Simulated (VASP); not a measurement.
# Sn (Immm) in VASP: further runs, part 2 of 2

VASP 6.6.1.

## Step 5: Single point, HSE06

This run uses another cell than the first one, of 29.82 Å³/atom.

Contents of POSCAR:

```
Sn
1.0
   -1.7492592239      1.7989121400      2.3691131866
    1.7492592239     -1.7989121400      2.3691131866
    1.7492592239      1.7989121400     -2.3691131866
Sn
1
Direct
    0.0000000000      0.0000000000      0.0000000000
```

Contents of INCAR.step1:

```
ALGO = Normal ; EDIFF = 1E-5
ENCUT = 520 ; GGA = PE
ISIF = 2 ; ISMEAR = -1
LASPH = T ; LCHARG = F
LREAL = F ; LWAVE = T
NBANDS = 13 ; NELM = 80
PREC = Accurate ; SIGMA = 0.05
```

Contents of INCAR.step2:

```
ALGO = Normal ; EDIFF = 1E-6
ENCUT = 520 ; GGA = PE
HFSCREEN = 0.2079 ; ISIF = 2
ISMEAR = -1 ; ISTART = 1
LASPH = T ; LCHARG = F
LHFCALC = T ; LREAL = F
LWAVE = F ; NBANDS = 13
NELM = 80 ; PREC = Accurate
PRECFOCK = Normal ; SIGMA = 0.05
```

Contents of KPOINTS:

```
k-points
0
Gamma
  6 6 6
```

Potentials or basis: VASP PAW PBE potentials, release 64 (Sn_d).

On the command line:

```
$ cat potpaw_PBE.64/Sn_d/POTCAR > POTCAR
$ cp INCAR.step1 INCAR
$ mpirun -np 1 vasp_std > vasp.out
$ cp INCAR.step2 INCAR
$ mpirun -np 1 vasp_std > vasp.out
```

OUTCAR:

```text
EDIFF = 1E-6
   ENCUT = 520
   GGA = PE
   HFSCREEN = 0.2079
   ISIF = 2
   ISMEAR = -1
   ISTART = 1
   LASPH = T
   LHFCALC = T
   LREAL = F
   NELM = 80
   PREC = Accurate
   PRECFOCK = Normal

 ion  position               nearest neighbor table
   1  0.000  0.000  0.000-

  LATTYP: Found a body centered orthorhombic cell.
 ALAT       =     3.4985184478
 B/A-ratio  =     1.0283851103
 C/A-ratio  =     1.3543522619

  Lattice vectors:

 A1 = (  -1.7492592239,   1.7989121400,   2.3691131866)
 A2 = (   1.7492592239,  -1.7989121400,   2.3691131866)
 A3 = (   1.7492592239,   1.7989121400,  -2.3691131866)

Analysis of symmetry for initial positions (statically):
=====================================================================
 Subroutine PRICEL returns:
 Original cell was already a primitive cell.

 Routine SETGRP: Setting up the symmetry group for a
 body centered orthorhombic supercell.

 Subroutine GETGRP returns: Found  8 space group operations
 (whereof  8 operations were pure point group operations)
 out of a pool of  8 trial point group operations.

The static configuration has the point symmetry D_2h.

Analysis of symmetry for dynamics (positions and initial velocities):
=====================================================================
 Subroutine PRICEL returns:
 Original cell was already a primitive cell.

 Routine SETGRP: Setting up the symmetry group for a
 body centered orthorhombic supercell.

 Subroutine GETGRP returns: Found  8 space group operations
 (whereof  8 operations were pure point group operations)
 out of a pool of  8 trial point group operations.

The dynamic configuration has the point symmetry D_2h.

 Subroutine INISYM returns: Found  8 space group operations
 (whereof  8 operations are pure point group operations),
 and found     1 'primitive' translations

----------------------------------------------------------------------------------------

                                     Primitive cell

  volume of cell :      29.8202

  direct lattice vectors                    reciprocal lattice vectors
    -1.749259224  1.798912140  2.369113187     0.000000000  0.277945759  0.211049435
     1.749259224 -1.798912140  2.369113187     0.285835280  0.000000000  0.211049435
     1.749259224  1.798912140 -2.369113187     0.285835280  0.277945759  0.000000000

  length of vectors
     3.450896986  3.450896986  3.450896986     0.348992420  0.355307854  0.398692428

  position of ions in fractional coordinates (direct lattice)
     0.000000000  0.000000000  0.000000000

  ion indices of the primitive-cell ions
   primitive index   ion index
                 1           1

----------------------------------------------------------------------------------------

 KPOINTS: k-points

Automatic generation of k-mesh.
 Grid dimensions read from file:
 generate k-points for:    6    6    6

 Generating k-lattice:

  Cartesian coordinates                     Fractional coordinates (reciprocal lattice)
[... 44 lines left out ...]
   total plane-waves  NPLWV =  21952
   dimension x,y,z NGX =    28 NGY =   28 NGZ =   28
   dimension x,y,z NGXF=    56 NGYF=   56 NGZF=   56
   ions per type =               1
   NGX,Y,Z   is equivalent  to a cutoff of  13.49, 13.49, 13.49 a.u.
   NGXF,Y,Z  is equivalent  to a cutoff of  26.98, 26.98, 26.98 a.u.
 SYSTEM =  unknown system
   PREC   = accura    normal or accurate (medium, high low for compatibility)
   ISTART =      1    job   : 0-new  1-cont  2-samecut
   ICHARG =      0    charge: 1-file 2-atom 10-const
   ISPIN  =      1    spin polarized calculation?
   LNONCOLLINEAR =      F non collinear calculations
   LSORBIT =      F    spin-orbit coupling
   LASPH  =      T    aspherical Exc in radial PAW
   ENCUT  =  520.0 eV  38.22 Ry    6.18 a.u.   6.42  6.42  6.42*2*pi/ulx,y,z
   NELM   =     80;   NELMIN=  2; NELMDL=  0     # of ELM steps
   EDIFF  = 0.1E-05   stopping-criterion for ELM
   LREAL  =      F    real-space projection
   EDIFFG = 0.1E-04   stopping-criterion for IOM
   NSW    =      0    number of steps for IOM
   IBRION =     -1    ionic relax: 0-MD 1-quasi-New 2-CG
   NFREE  =      0    steps in history (QN), initial steepest desc. (CG)
   ISIF   =      2    stress and relaxation
   ISYM   =      3    0-nonsym 1-usesym 2-fastsym
   POTIM  = 0.5000    time-step for ionic-motion
   TEBEG  =    0.0;   TEEND  =   0.0 temperature during run
   PSTRESS=    0.0 pullay stress
   NELECT =      14.0000    total number of electrons
   NUPDOWN=      -1.0000    fix difference up-down
   EMIN   =  10.00;   EMAX   =-10.00  energy-range for DOS
   EFERMI =   0.00;   METHOD = LEGACY
   ISMEAR =    -1;   SIGMA  =   0.05  broadening in eV -4-tet -1-fermi 0-gaus
   EFERMI_NEDOS =   21; number of points for ismear=-14 and -15
   IALGO  =     38    algorithm
   IMIX   =      1    mixing-type and parameters
     AMIX     =   0.40;   BMIX     =  1.00
     AMIX_MAG =   1.60;   BMIX_MAG =  1.00
  volume/ion in A,a.u.               =      29.82       201.24
  Fermi-wavevector in a.u.,A,eV,Ry     =   1.272372  2.404435 22.026897  1.618931
  Thomas-Fermi vector in A             =   2.405254
   LORBIT       =      0    0 simple, 1 ext, 2 COOP (PROOUT), +10 PAW based schemes
   GGA     = PE    functional components
   LHFCALC =     T    Hartree Fock is set to
   PRECFOCK=normal    Normal, Fast or Accurate (Low or Medium for compatibility)
   ENCUT4O =  -1.0   cutoff for four orbital integrals eV
   NKREDX  =     1    reduce k-point grid by
   NKREDY  =     1    reduce k-point grid by
   NKREDZ  =     1    reduce k-point grid by
   AEXX    =    0.2500 exact exchange contribution
   HFSCREEN=    0.2079 screening length (either q_TF or 0.3 A-1)
   HFSCREENC=   0.2079 screening length for correlation (either q_TF or 0.3 A-1)
   ENCUTFOCK=  -1.0 apply spherical cutoff to Coloumb kernel
   IVDW    =     0    specifies the selected vdW correction
   LEPSILON=     F    determine dielectric tensor
   LRPA    =     F    only Hartree local field effects (RPA)
 non-spin polarized calculation
  energy-cutoff  :      520.00
  volume of cell :       29.82
 maximum number of plane-waves:       827
 NGX is ok and might be reduce to    28
  NGX = 20; NGY = 20; NGZ = 20

 number of electron      14.0000002 magnetization

 Free energy of the ion-electron system (eV)
  ---------------------------------------------------
  ext. energy  EPLUGINS =         0.00000000
  ---------------------------------------------------
  free energy    TOTEN  =        -4.21328268 eV

  energy without entropy =       -4.20293198  energy(sigma->0) =       -4.20810733

 E-fermi :   7.1954     XC(G=0):  -8.2482

 val. band max:        7.1895229491   @ k =   0.5000   0.3333   0.0000
 cond. band min:       7.2290815663   @ k =   0.3333   0.3333   0.1667
 fundamental gap:      0.0395586171
 Fermi energy:         7.1953870627

 k-point     1 :       0.0000    0.0000    0.0000
  band No.  band energies     occupation
      1     -16.8521      2.00000
      2     -16.8429      2.00000
      3     -16.8239      2.00000
      4     -16.7970      2.00000
      5     -16.7632      2.00000
      6      -4.8012      2.00000
      7      14.5468      0.00000
      8      14.6961      0.00000
      9      15.1143      0.00000
     10      18.3098      0.00000
     11      18.6173      0.00000
     12      19.1346      0.00000
     13      19.3062      0.00000
[... 354 lines left out ...]
  band No.  band energies     occupation
      1     -16.8414      2.00000
      2     -16.8168      2.00000
      3     -16.7712      2.00000
      4     -16.7659      2.00000
      5     -16.7270      2.00000
      6       0.9265      2.00000
      7       3.8699      2.00000
      8       6.8769      1.99658
      9       8.6160      0.00000
     10      17.7323      0.00000
     11      19.6677      0.00000
     12      22.3850      0.00000
     13      22.9203      0.00000

 [... further k-points ...]

------------------------ aborting loop because EDIFF is reached ----------------------------------------

  FORCE on cell =-STRESS in cart. coord.  units (eV):
  Direction    XX          YY          ZZ          XY          YZ          ZX
  --------------------------------------------------------------------------------------
  -------------------------------------------------------------------------------------
  Total       -0.7945047     -0.0879695     -0.7620871      0.0000000      0.0000000      0.0000000
  in kB      -42.6871481     -4.7264252    -40.9454129      0.0000000      0.0000000      0.0000000
  external PRESSURE =     -29.4529954 kB  Pullay stress =       0.0000000 kB

 VOLUME and BASIS-vectors are now :
 -----------------------------------------------------------------------------
  energy-cutoff  :      520.00
  volume of cell :       29.82
      direct lattice vectors                 reciprocal lattice vectors
    -1.749259224  1.798912140  2.369113187     0.000000000  0.277945759  0.211049435
     1.749259224 -1.798912140  2.369113187     0.285835280  0.000000000  0.211049435
     1.749259224  1.798912140 -2.369113187     0.285835280  0.277945759  0.000000000

 POSITION                                       TOTAL-FORCE (eV/Angst)
 -----------------------------------------------------------------------------------
      0.00000      0.00000      0.00000         0.000000     -0.000000      0.000000
 -----------------------------------------------------------------------------------
    total drift:                                0.000000     -0.000000      0.000001

  FREE ENERGIE OF THE ION-ELECTRON SYSTEM (eV)
  ---------------------------------------------------
  free  energy   TOTEN  =        -4.2132826838 eV

  energy  without entropy=       -4.2029319775  energy(sigma->0) =       -4.20810733
```

OUTCAR.step1:

```text
EDIFF = 1E-5
   ENCUT = 520
   GGA = PE
   ISIF = 2
   ISMEAR = -1
   LASPH = T
[... 601 lines left out ...]

 POSITION                                       TOTAL-FORCE (eV/Angst)
 -----------------------------------------------------------------------------------
      0.00000      0.00000      0.00000         0.000000     -0.000000      0.000000
 -----------------------------------------------------------------------------------
    total drift:                                0.000000     -0.000000      0.000000

  FREE ENERGIE OF THE ION-ELECTRON SYSTEM (eV)
  ---------------------------------------------------
  free  energy   TOTEN  =        -3.6733488976 eV

  energy  without entropy=       -3.6617717045  energy(sigma->0) =       -3.66756030
```

Run time: 56 min. Hardware: 1 thread of Oxide Virtual Turin-like, shared host; peak memory 0.24 GiB.

Results:

```
Free energy            : -4.2133 eV
Pressure               : -2.9 GPa
Band gap on the k mesh : zero (bands 7 and 8 overlap by 9.59 eV)
```

Levels at points of the mesh, in eV from the Fermi level:
```tsv
k point	band 5	band 6	band 7	band 8	band 9	band 10
(0.00, 0.00, 0.00)	-23.96	-12.00	7.35	7.50	7.92	11.11
(0.50, 0.00, 0.00)	-23.91	-7.74	-4.96	5.51	6.29	9.89
(0.00, 0.50, 0.00)	-23.91	-7.45	-4.87	5.05	5.97	9.39
(0.50, 0.50, 0.00)	-23.89	-5.96	-4.07	2.15	2.58	5.67
(0.50, 0.50, 0.50)	-23.90	-5.10	-3.52	1.23	1.96	4.73
```

Caveat: the k points lie up to 0.37 Å⁻¹ apart, too coarse for converged energies and pressures of a metal; the PAW data sets were made with another functional, which shifts forces and pressure a little; spin-orbit coupling is left out, which moves the levels of the heavy elements.

## Step 6: Single point, HSE06

Contents of POSCAR:

```
Sn
1.0
   -1.7265390000      1.7755470000      2.3383420000
    1.7265390000     -1.7755470000      2.3383420000
    1.7265390000      1.7755470000     -2.3383420000
Sn
1
Direct
    0.0000000000      0.0000000000      0.0000000000
```

Contents of INCAR.step1:

```
SYSTEM = Sn
ALGO     = Normal         ! electronic algorithm
EDIFF    = 1E-5           ! SCF threshold, eV
ENCUT    = 520            ! plane-wave cutoff, eV
GGA      = PE             ! functional
ISIF     = 2              ! what is computed and relaxed
ISMEAR   = -1             ! smearing method
LASPH    = .True.         ! aspherical terms in the spheres
LCHARG   = .False.        ! write CHGCAR
LREAL    = .False.        ! projectors in reciprocal space
LWAVE    = .True.         ! write WAVECAR
NBANDS   = 13             ! bands
NELM     = 80             ! most SCF steps
PREC     = Accurate       ! precision mode
SIGMA    = 0.05           ! smearing width, eV
```

Contents of INCAR.step2:

```
SYSTEM = Sn
ALGO     = Normal         ! electronic algorithm
EDIFF    = 1E-6           ! SCF threshold, eV
ENCUT    = 520            ! plane-wave cutoff, eV
GGA      = PE             ! functional
HFSCREEN = 0.2079         ! screening, 1/A
ISIF     = 2              ! what is computed and relaxed
ISMEAR   = -1             ! smearing method
ISTART   = 1            
LASPH    = .True.         ! aspherical terms in the spheres
LCHARG   = .False.        ! write CHGCAR
LHFCALC  = .True.         ! exact exchange
LREAL    = .False.        ! projectors in reciprocal space
LWAVE    = .False.        ! write WAVECAR
NBANDS   = 13             ! bands
NELM     = 80             ! most SCF steps
PREC     = Accurate       ! precision mode
PRECFOCK = Normal       
SIGMA    = 0.05           ! smearing width, eV
```

Contents of KPOINTS:

```
k-points
0
Gamma
  6 6 6
  0 0 0
```

Potentials or basis: VASP PAW PBE potentials, release 64 (Sn_d).

On the command line:

```
$ cat potpaw_PBE.64/Sn_d/POTCAR > POTCAR
$ cp INCAR.step1 INCAR
$ mpirun -np 1 vasp_std > vasp.out
$ cp INCAR.step2 INCAR
$ mpirun -np 1 vasp_std > vasp.out
```

Run time: 67 min. Hardware: 1 thread of Oxide Virtual Turin-like, shared host; peak memory 0.24 GiB.

The run converged. Its results:

```
Free energy            : -4.2286 eV
Pressure               : -1.5 GPa
Band gap on the k mesh : zero (bands 7 and 8 overlap by 10.01 eV)
```

Stress tensor (GPa, compression positive):
```
-3.23  0.00  0.00
 0.00  1.51  0.00
 0.00  0.00 -2.68
```

Levels at points of the mesh, in eV from the Fermi level:
| k point | band 5 | band 6 | band 7 | band 8 | band 9 | band 10 |
| --- | --- | --- | --- | --- | --- | --- |
| (0.00, 0.00, 0.00) | -23.94 | -12.27 | 7.69 | 7.84 | 8.29 | 11.21 |
| (0.50, 0.00, 0.00) | -23.88 | -7.78 | -5.16 | 5.75 | 6.56 | 10.23 |
| (0.00, 0.50, 0.00) | -23.89 | -7.48 | -5.07 | 5.28 | 6.22 | 9.71 |
| (0.50, 0.50, 0.00) | -23.86 | -5.90 | -4.23 | 2.22 | 2.65 | 5.82 |
| (0.50, 0.50, 0.50) | -23.87 | -4.99 | -3.66 | 1.27 | 2.03 | 4.82 |

Caveat: the k points lie up to 0.38 Å⁻¹ apart, too coarse for converged energies and pressures of a metal; the PAW data sets were made with another functional, which shifts forces and pressure a little; spin-orbit coupling is left out, which moves the levels of the heavy elements.

## Step 7: Summary

```csv
level,spin,cell,k mesh,cutoff (eV),smearing,grid for exact exchange (PRECFOCK),share of exact exchange,screening parameter,gap on the mesh (eV),pressure (GPa)
PBE-based screened hybrid with 25 % exact exchange,off,"a = 3.406 Å, angles 119.1, 117.2, 93.3°, 1 atom",6 × 6 × 6,400,fermi-dirac 0.05 eV,Normal,0.25,0.3 1/Å,none,-1.3
PBE,"non-collinear, zero start, SOC","a = 3.406 Å, angles 119.1, 117.2, 93.3°, 1 atom",9 × 9 × 9,520,fermi-dirac 0.1 eV,-,-,-,-,-0.9
r2SCAN+D3(BJ),off,"a = 3.406 Å, angles 119.1, 117.2, 93.3°, 1 atom",11 × 11 × 11,520,fermi-dirac 0.05 eV,-,-,-,none,-3.2
HSE06,off,"a = 3.451 Å, angles 119.1, 117.2, 93.3°, 1 atom",6 × 6 × 6,520,fermi-dirac 0.05 eV,Normal,0.25,0.2079 1/Å,none,-2.9
HSE06,off,"a = 3.406 Å, angles 119.1, 117.2, 93.3°, 1 atom",6 × 6 × 6,520,fermi-dirac 0.05 eV,Normal,0.25,0.2079 1/Å,none,-1.5
```

Alike in all rows: task single point; potentials or basis VASP PAW PBE potentials, release 64 (Sn_d).

Caveats: some runs use coarse meshes; the PAW data sets were made with another functional, which shifts forces and pressure a little (at least some runs); spin-orbit coupling is left out, which moves the levels of the heavy elements (at least some runs); three body term missing (at least some runs); the cell stands under tension (at least some runs).

Absolute energies hang on the potentials; compare differences alone.

The gap in the log of VASP goes by the Fermi energy; the results here count the filled bands.